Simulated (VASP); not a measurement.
Runs of VASP 6.6.1 on Si. The cells are those of the table. 

```csv
cell,gap on the mesh (eV),pressure (GPa),largest force (eV/Å)
"a = 3.840, b = 3.840, c = 9.531 Å, angles 85.4, 80.7, 60.0°, 6 atoms",none,-3.0,0.98
"a = 3.840, b = 3.840, c = 9.414 Å, angles 88.8, 87.7, 60.0°, 6 atoms",0.08,(a),0.44
"a = 3.840, b = 3.840, c = 9.438 Å, angles 87.7, 85.3, 60.0°, 6 atoms",none,-2.2,0.93
"a = 3.840, b = 3.840, c = 9.477 Å, angles 86.5, 83.0, 60.0°, 6 atoms",none,-2.7,(b)
```

Alike in all rows: task single point; level LDA; potentials or basis VASP PAW LDA potentials, release 64 (Si); no spin polarisation; k mesh 8 × 8 × 3; cutoff (eV) 520; smearing gaussian 0.05 eV.

Fill in the values left out.

(a) -1.7; (b) 1.17.

Caveats: forces of over 1 eV/Å act on the atoms, so gaps and moduli don't describe the material at rest (some runs).

A k mesh can miss the band edges.

A gap of «none» marks levels without a gap at the run's occupations.
